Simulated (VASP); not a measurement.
# Fe (P6_3/mmc) in VASP: a series of runs

The runs below take Fe through single point, with PBEsol.

All numbers are computed with VASP 6.6.1; they aren't measurements. Logs are shortened: lines on timing, memory, paths and dates and some standing lists are left out, and cuts for length are marked.

## (1) The cell of the first run

Symmetry: P6_3/mmc, No. 194, hexagonal system. Conventional cell: a = 2.387 Å, b = 2.387 Å, c = 7.683 Å, α = 90.00°, β = 90.00°, γ = 120.00°. Within 3.1 Å of Fe (site symmetry -3m) lie 12 Fe at 2.36 to 2.39 Å. Within 3.1 Å of Fe (site symmetry -6m2) lie 12 Fe at 2.36 to 2.39 Å.

This isn't the form of Fe at room conditions, which is bcc.

## (2) Single point, PBEsol (9.48 Å³/atom)

The input, INCAR:

```
  PREC = Accurate
  ENCUT = 520
  EDIFF = 1E-7
  ISMEAR = -1
  SIGMA = 0.1
  LREAL = F
  LASPH = T
  NELM = 60
  ALGO = Normal
  ISIF = 2
  LWAVE = F
  LCHARG = F
  GGA = PS
  NBANDS = 24
```

The input, KPOINTS:

```
regular mesh
0
Gamma
  20 20 6
```

The input, POSCAR:

```
Fe
1.0
    2.3867834951      0.0000000000      0.0000000000
   -1.1933917476      2.0670151401      0.0000000000
    0.0000000000      0.0000000000      7.6830303787
Fe
4
Direct
    0.0000000000      1.0000000000      0.0000000000
    0.0000000000      1.0000000000      0.5000000000
    0.3333333333      0.6666666667      0.2500000000
    0.6666666667      0.3333333333      0.7500000000
```

Potentials or basis: VASP PAW PBE potentials, release 64 (Fe).

Started as:

```
$ cat potpaw_PBE.64/Fe/POTCAR > POTCAR
$ mpirun -np 1 vasp_std > vasp.out
```

OUTCAR:

```text
PREC = Accurate
   ENCUT = 520
   EDIFF = 1E-7
   ISMEAR = -1
   LREAL = F
   LASPH = T
   NELM = 60
   ISIF = 2
   GGA = PS

 ion  position               nearest neighbor table
   1  0.000  0.000  0.000-   3 2.36   4 2.36   4 2.36   3 2.36   4 2.36   3 2.36
   2  0.000  0.000  0.500-   3 2.36   4 2.36   4 2.36   3 2.36   4 2.36   3 2.36
   3  0.333  0.667  0.250-   1 2.36   2 2.36   1 2.36   2 2.36   1 2.36   2 2.36
   4  0.667  0.333  0.750-   1 2.36   2 2.36   1 2.36   2 2.36   1 2.36   2 2.36

  LATTYP: Found a hexagonal cell.
 ALAT       =     2.3867834951
 C/A-ratio  =     3.2189892357

  Lattice vectors:

 A1 = (   2.3867834951,   0.0000000000,   0.0000000000)
 A2 = (  -1.1933917476,   2.0670151401,   0.0000000000)
 A3 = (   0.0000000000,   0.0000000000,   7.6830303787)

Analysis of symmetry for initial positions (statically):
=====================================================================
 Subroutine PRICEL returns:
 Original cell was already a primitive cell.

 Routine SETGRP: Setting up the symmetry group for a
 hexagonal supercell.

 Subroutine GETGRP returns: Found 24 space group operations
 (whereof 12 operations were pure point group operations)
 out of a pool of 24 trial point group operations.

The static configuration has the point symmetry D_3d.
 The point group associated with its full space group is D_6h.

Analysis of symmetry for dynamics (positions and initial velocities):
=====================================================================
 Subroutine PRICEL returns:
 Original cell was already a primitive cell.

 Routine SETGRP: Setting up the symmetry group for a
 hexagonal supercell.

 Subroutine GETGRP returns: Found 24 space group operations
 (whereof 12 operations were pure point group operations)
 out of a pool of 24 trial point group operations.

The dynamic configuration has the point symmetry D_3d.
 The point group associated with its full space group is D_6h.

 Subroutine INISYM returns: Found 24 space group operations
 (whereof 12 operations are pure point group operations),
 and found     1 'primitive' translations

----------------------------------------------------------------------------------------

                                     Primitive cell

  volume of cell :      37.9044

  direct lattice vectors                    reciprocal lattice vectors
     2.386783495  0.000000000  0.000000000     0.418973904  0.241894697  0.000000000
    -1.193391748  2.067015140  0.000000000     0.000000000  0.483789393  0.000000000
     0.000000000  0.000000000  7.683030379     0.000000000  0.000000000  0.130156976

  length of vectors
     2.386783495  2.386783495  7.683030379     0.483789393  0.483789393  0.130156976

  position of ions in fractional coordinates (direct lattice)
     0.000000000  0.000000000  0.000000000
     0.000000000  0.000000000  0.500000000
     0.333333333  0.666666667  0.250000000
     0.666666667  0.333333333  0.750000000

  ion indices of the primitive-cell ions
   primitive index   ion index
                 1           1
                 2           2
                 3           3
                 4           4

----------------------------------------------------------------------------------------

 KPOINTS: regular mesh

Automatic generation of k-mesh.
 Grid dimensions read from file:
 generate k-points for:   20   20    6

 Generating k-lattice:

  Cartesian coordinates                     Fractional coordinates (reciprocal lattice)
     0.020948695  0.012094735  0.000000000     0.050000000  0.000000000  0.000000000
     0.000000000  0.024189470  0.000000000     0.000000000  0.050000000  0.000000000
     0.000000000  0.000000000  0.021692829     0.000000000  0.000000000  0.166666667

  Length of vectors
     0.024189470  0.024189470  0.021692829

  Shift w.r.t. Gamma in fractional coordinates (k-lattice)
     0.000000000  0.000000000  0.000000000

 Subroutine IBZKPT returns following result:
 ===========================================

 Found    176 irreducible k-points:

 Following reciprocal coordinates:
            Coordinates               Weight
  0.000000  0.000000  0.000000      1.000000
  0.050000 -0.000000  0.000000      6.000000
  0.100000 -0.000000  0.000000      6.000000
  0.150000 -0.000000  0.000000      6.000000
  0.200000 -0.000000  0.000000      6.000000
  0.250000 -0.000000  0.000000      6.000000
[... 16 lines left out ...]
  0.200000  0.100000  0.000000     12.000000
  0.250000  0.100000  0.000000     12.000000
 [... further k-points ...]
   k-points           NKPTS =    176   k-points in BZ     NKDIM =    176   number of bands    NBANDS=     24
   number of dos      NEDOS =    301   number of ions     NIONS =      4
   total plane-waves  NPLWV =  19440
   dimension x,y,z NGX =    18 NGY =   18 NGZ =   60
   dimension x,y,z NGXF=    36 NGYF=   36 NGZF=  120
   ions per type =               4
   NGX,Y,Z   is equivalent  to a cutoff of  12.54, 12.54, 12.98 a.u.
   NGXF,Y,Z  is equivalent  to a cutoff of  25.07, 25.07, 25.97 a.u.
 SYSTEM =  unknown system
   PREC   = accura    normal or accurate (medium, high low for compatibility)
   ISTART =      0    job   : 0-new  1-cont  2-samecut
   ICHARG =      2    charge: 1-file 2-atom 10-const
   ISPIN  =      1    spin polarized calculation?
   LNONCOLLINEAR =      F non collinear calculations
   LSORBIT =      F    spin-orbit coupling
   LASPH  =      T    aspherical Exc in radial PAW
   ENCUT  =  520.0 eV  38.22 Ry    6.18 a.u.   4.44  4.44 14.29*2*pi/ulx,y,z
   NELM   =     60;   NELMIN=  2; NELMDL= -5     # of ELM steps
   EDIFF  = 0.1E-06   stopping-criterion for ELM
   LREAL  =      F    real-space projection
   EDIFFG = 0.1E-05   stopping-criterion for IOM
   NSW    =      0    number of steps for IOM
   IBRION =     -1    ionic relax: 0-MD 1-quasi-New 2-CG
   NFREE  =      0    steps in history (QN), initial steepest desc. (CG)
   ISIF   =      2    stress and relaxation
   ISYM   =      2    0-nonsym 1-usesym 2-fastsym
   POTIM  = 0.5000    time-step for ionic-motion
   TEBEG  =    0.0;   TEEND  =   0.0 temperature during run
   PSTRESS=    0.0 pullay stress
   NELECT =      32.0000    total number of electrons
   NUPDOWN=      -1.0000    fix difference up-down
   EMIN   =  10.00;   EMAX   =-10.00  energy-range for DOS
   EFERMI =   0.00;   METHOD = LEGACY
   ISMEAR =    -1;   SIGMA  =   0.10  broadening in eV -4-tet -1-fermi 0-gaus
   EFERMI_NEDOS =   21; number of points for ismear=-14 and -15
   IALGO  =     38    algorithm
   IMIX   =      4    mixing-type and parameters
     AMIX     =   0.40;   BMIX     =  1.00
     AMIX_MAG =   1.60;   BMIX_MAG =  1.00
  volume/ion in A,a.u.               =       9.48        63.95
  Fermi-wavevector in a.u.,A,eV,Ry     =   1.547254  2.923887 32.572298  2.393996
  Thomas-Fermi vector in A             =   2.652374
   LORBIT       =      0    0 simple, 1 ext, 2 COOP (PROOUT), +10 PAW based schemes
   GGA     = PS    functional components
   LHFCALC =     F    Hartree Fock is set to
   AEXX    =    0.0000 exact exchange contribution
   IVDW    =     0    specifies the selected vdW correction
   LEPSILON=     F    determine dielectric tensor
   LRPA    =     F    only Hartree local field effects (RPA)
 non-spin polarized calculation
  energy-cutoff  :      520.00
  volume of cell :       37.90
 maximum number of plane-waves:      1049
 NGX is ok and might be reduce to    18
   NGX =  9   NGY =  9   NGZ = 29

 number of electron      31.9999970 magnetization

 Free energy of the ion-electron system (eV)
  ---------------------------------------------------
  ext. energy  EPLUGINS =         0.00000000
  ---------------------------------------------------
  free energy    TOTEN  =       -35.54821574 eV

  energy without entropy =      -35.34606164  energy(sigma->0) =      -35.44713869

 E-fermi :   7.5851     XC(G=0): -14.3828

 val. band max:        7.5844261144   @ k =   0.0500   0.0500   0.1667
 cond. band min:       7.5869246899   @ k =   0.3000  -0.0000   0.1667
 fundamental gap:      0.0024985755
 Fermi energy:         7.5850766192

 k-point     1 :       0.0000    0.0000    0.0000
  band No.  band energies     occupation
      1      -1.7866      2.00000
      2       0.7026      2.00000
      3       0.7107      2.00000
      4       2.2030      2.00000
      5       5.2129      2.00000
      6       5.2159      2.00000
[... 16 lines left out ...]
     23       8.5887      0.00009
     24       8.5887      0.00009

 k-point     2 :       0.0500   -0.0000    0.0000
  band No.  band energies     occupation
      1      -1.6863      2.00000
      2       0.7880      2.00000
      3       0.7955      2.00000
      4       2.2744      2.00000
      5       5.1104      2.00000
      6       5.1666      2.00000
[... 16 lines left out ...]
     23       8.5966      0.00008
     24       9.2623      0.00000

 k-point     3 :       0.1000   -0.0000    0.0000
  band No.  band energies     occupation
      1      -1.3900      2.00000
      2       1.0339      2.00000
      3       1.0396      2.00000
      4       2.4775      2.00000
      5       4.8826      2.00000
      6       5.0367      2.00000
[... 16 lines left out ...]
     23       8.6194      0.00006
     24      10.2772      0.00000

 k-point     4 :       0.1500   -0.0000    0.0000
  band No.  band energies     occupation
      1      -0.9129      2.00000
      2       1.4050      2.00000
      3       1.4071      2.00000
      4       2.7759      2.00000
      5       4.6279      2.00000
      6       4.8578      2.00000
[... 16 lines left out ...]
     23       8.6536      0.00005
     24      11.3828      0.00000

 k-point     5 :       0.2000   -0.0000    0.0000
  band No.  band energies     occupation
      1      -0.2835      2.00000
      2       1.8237      2.00000
      3       1.8277      2.00000
      4       3.0944      2.00000
      5       4.4118      2.00000
      6       4.6165      2.00000
[... 16 lines left out ...]
     23       8.6933      0.00003
     24      12.5518      0.00000

 k-point     6 :       0.2500   -0.0000    0.0000
  band No.  band energies     occupation
      1       0.4499      2.00000
      2       2.1705      2.00000
      3       2.1788      2.00000
      4       3.3020      2.00000
      5       4.3020      2.00000
      6       4.3022      2.00000
[... 16 lines left out ...]
     23       8.8037      0.00001
     24      13.7693      0.00000
[... 379 lines left out ...]
 k-point    21 :       0.1000    0.1000    0.0000
  band No.  band energies     occupation
      1      -0.6342      2.00000
      2       1.6134      2.00000
      3       1.6139      2.00000
      4       2.9459      2.00000
      5       4.5152      2.00000
      6       4.8208      2.00000
[... 16 lines left out ...]
     23       8.7881      0.00001
     24      11.9254      0.00000

 k-point    22 :       0.1500    0.1000    0.0000
  band No.  band energies     occupation
      1      -0.0171      2.00000
      2       2.0105      2.00000
      3       2.0146      2.00000
      4       3.2565      2.00000
      5       4.3337      2.00000
      6       4.5195      2.00000
[... 16 lines left out ...]
     23       8.9627      0.00000
     24      13.0009      0.00000

 k-point    23 :       0.2000    0.1000    0.0000
  band No.  band energies     occupation
      1       0.7054      2.00000
      2       2.3493      2.00000
      3       2.3564      2.00000
      4       3.4713      2.00000
      5       4.1704      2.00000
      6       4.2611      2.00000
[... 16 lines left out ...]
     23       9.1844      0.00000
     24      14.1626      0.00000

 k-point    24 :       0.2500    0.1000    0.0000
  band No.  band energies     occupation
      1       1.4551      2.00000
      2       2.5198      2.00000
      3       2.5380      2.00000
      4       3.4521      2.00000
      5       3.9443      2.00000
      6       4.2992      2.00000
[... 16 lines left out ...]
     23       9.4685      0.00000
     24      15.3780      0.00000

 [... further k-points ...]
[... 5 lines left out ...]
  --------------------------------------------------------------------------------------
  -------------------------------------------------------------------------------------
  Total        3.2336151      3.2336151      3.2694467     -0.0000000      0.0000000      0.0000000
  in kB      136.6814819    136.6814819    138.1960430     -0.0000000      0.0000000      0.0000000
  external PRESSURE =     137.1863356 kB  Pullay stress =       0.0000000 kB

 VOLUME and BASIS-vectors are now :
 -----------------------------------------------------------------------------
  energy-cutoff  :      520.00
  volume of cell :       37.90
      direct lattice vectors                 reciprocal lattice vectors
     2.386783495  0.000000000  0.000000000     0.418973904  0.241894697  0.000000000
    -1.193391748  2.067015140  0.000000000     0.000000000  0.483789393  0.000000000
     0.000000000  0.000000000  7.683030379     0.000000000  0.000000000  0.130156976

 POSITION                                       TOTAL-FORCE (eV/Angst)
 -----------------------------------------------------------------------------------
      0.00000      0.00000      0.00000        -0.000000      0.000000      0.000000
      0.00000      0.00000      3.84152        -0.000000      0.000000      0.000000
     -0.00000      1.37801      1.92076        -0.000000      0.000000      0.000000
      1.19339      0.68901      5.76227         0.000000     -0.000000     -0.000000
 -----------------------------------------------------------------------------------
    total drift:                                0.000000     -0.000000      0.000000

  FREE ENERGIE OF THE ION-ELECTRON SYSTEM (eV)
  ---------------------------------------------------
  free  energy   TOTEN  =       -35.5482157439 eV

  energy  without entropy=      -35.3460616441  energy(sigma->0) =      -35.44713869
```

It took 2.1 min on 1 thread of Intel Xeon Platinum 8375C at 2.90GHz (Ice Lake), shared host; peak memory 0.24 GiB.

What came out:

```yaml
Free_energy: -35.5482 eV
Pressure: 13.7 GPa
Band_gap_on_the_k_mesh: zero (bands 16 and 17 overlap by 1.90 eV)
```

Caveat: the cell stands under pressure; the PAW data sets were made with another functional, which shifts forces and pressure a little; the run has no spin polarisation, though such a crystal can be magnetic. Spin polarisation is off, so any magnetic state and its effect on volume and gap are missing.

## (3) Single point, PBEsol (9.87 Å³/atom)

This run uses another cell than the first one, of 9.87 Å³/atom.

The input, INCAR:

```
SYSTEM = Fe
  PREC = Accurate
  ENCUT = 520
  EDIFF = 1E-6
  ISMEAR = -1
  SIGMA = 0.1
  LREAL = .False.
  LASPH = .True.
  NELM = 60
  ALGO = Normal
  ISIF = 2
  LWAVE = .False.
  LCHARG = .True.
  GGA = PS
  LELF = .True.
  LVHAR = .True.
  NBANDS = 24
```

The input, KPOINTS:

```
Automatic mesh
0
Gamma
  20 20 6
  0 0 0
```

The input, POSCAR:

```
Fe
1.0
    2.4194832228      0.0000000000      0.0000000000
   -1.2097416114      2.0953339350      0.0000000000
    0.0000000000      0.0000000000      7.7882904502
Fe
4
Direct
    0.0000000000      1.0000000000      0.0000000000
    0.0000000000      1.0000000000      0.5000000000
    0.3333333333      0.6666666667      0.2500000000
    0.6666666667      0.3333333333      0.7500000000
```

Potentials or basis: VASP PAW PBE potentials, release 64 (Fe).

Started as:

```
$ cat potpaw_PBE.64/Fe/POTCAR > POTCAR
$ mpirun -np 1 vasp_std > vasp.out
```

OUTCAR:

```text
SYSTEM = Fe
   PREC = Accurate
   ENCUT = 520
   EDIFF = 1E-6
   ISMEAR = -1
   LREAL = .False.
   LASPH = .True.
   NELM = 60
   ISIF = 2
   GGA = PS

 ion  position               nearest neighbor table
   1  0.000  0.000  0.000-   3 2.40   4 2.40   4 2.40   3 2.40   4 2.40   3 2.40
   2  0.000  0.000  0.500-   3 2.40   4 2.40   4 2.40   3 2.40   4 2.40   3 2.40
   3  0.333  0.667  0.250-   1 2.40   2 2.40   1 2.40   2 2.40   1 2.40   2 2.40
   4  0.667  0.333  0.750-   1 2.40   2 2.40   1 2.40   2 2.40   1 2.40   2 2.40

  LATTYP: Found a hexagonal cell.
 ALAT       =     2.4194832228
 C/A-ratio  =     3.2189892357
[... 848 lines left out ...]
  --------------------------------------------------------------------------------------
  -------------------------------------------------------------------------------------
  Total       -0.0991637     -0.0991637     -0.1186177      0.0000000      0.0000000      0.0000000
  in kB       -4.0238813     -4.0238813     -4.8132925      0.0000000      0.0000000      0.0000000
  external PRESSURE =      -4.2870183 kB  Pullay stress =       0.0000000 kB

 VOLUME and BASIS-vectors are now :
 -----------------------------------------------------------------------------
  energy-cutoff  :      520.00
  volume of cell :       39.48
      direct lattice vectors                 reciprocal lattice vectors
     2.419483223  0.000000000  0.000000000     0.413311401  0.238625449  0.000000000
    -1.209741611  2.095333935  0.000000000     0.000000000  0.477250897  0.000000000
     0.000000000  0.000000000  7.788290450     0.000000000  0.000000000  0.128397882

 POSITION                                       TOTAL-FORCE (eV/Angst)
 -----------------------------------------------------------------------------------
      0.00000      0.00000      0.00000        -0.000000     -0.000000     -0.000000
      0.00000      0.00000      3.89415        -0.000000     -0.000000     -0.000000
     -0.00000      1.39689      1.94707        -0.000000      0.000000      0.000000
      1.20974      0.69844      5.84122         0.000000     -0.000000     -0.000000
 -----------------------------------------------------------------------------------
    total drift:                                0.000000     -0.000000      0.000000

  FREE ENERGIE OF THE ION-ELECTRON SYSTEM (eV)
  ---------------------------------------------------
  free  energy   TOTEN  =       -35.6110613876 eV

  energy  without entropy=      -35.3975047467  energy(sigma->0) =      -35.50428307
```

stdout:

```text
POSCAR found type information on POSCAR Fe
 POSCAR found :  1 types and       4 ions
 scaLAPACK will be used
 -----------------------------------------------------------------------------
|                                                                             |
|                                                                             |
|     You enforced a specific xc type in the INCAR file but a different       |
|     I HOPE YOU KNOW WHAT YOU ARE DOING!                                     |
|                                                                             |
 -----------------------------------------------------------------------------

 LDA part: xc-table for (Slater+PW92), standard interpolation
 POSCAR, INCAR and KPOINTS ok, starting setup
 FFT: planning ... GRIDC
 FFT: planning ... GRID_SOFT
 FFT: planning ... GRID
 WAVECAR not read
 entering main loop
```

Run time: 2.3 min. Hardware: 1 thread of Intel Xeon Platinum 8375C at 2.90GHz (Ice Lake), shared host; peak memory 0.24 GiB.

Results:

```yaml
Free_energy: -35.6111 eV
Pressure: -0.4 GPa
Band_gap_on_the_k_mesh: zero (bands 16 and 17 overlap by 1.79 eV)
```

Stress tensor (GPa, compression positive):
```
-0.40  0.00  0.00
 0.00 -0.40  0.00
 0.00  0.00 -0.48
```

Caveat: the PAW data sets were made with another functional, which shifts forces and pressure a little; the run has no spin polarisation, though such a crystal can be magnetic. Spin polarisation is off, so any magnetic state and its effect on volume and gap are missing.

(Continued in part 2 of 2.)
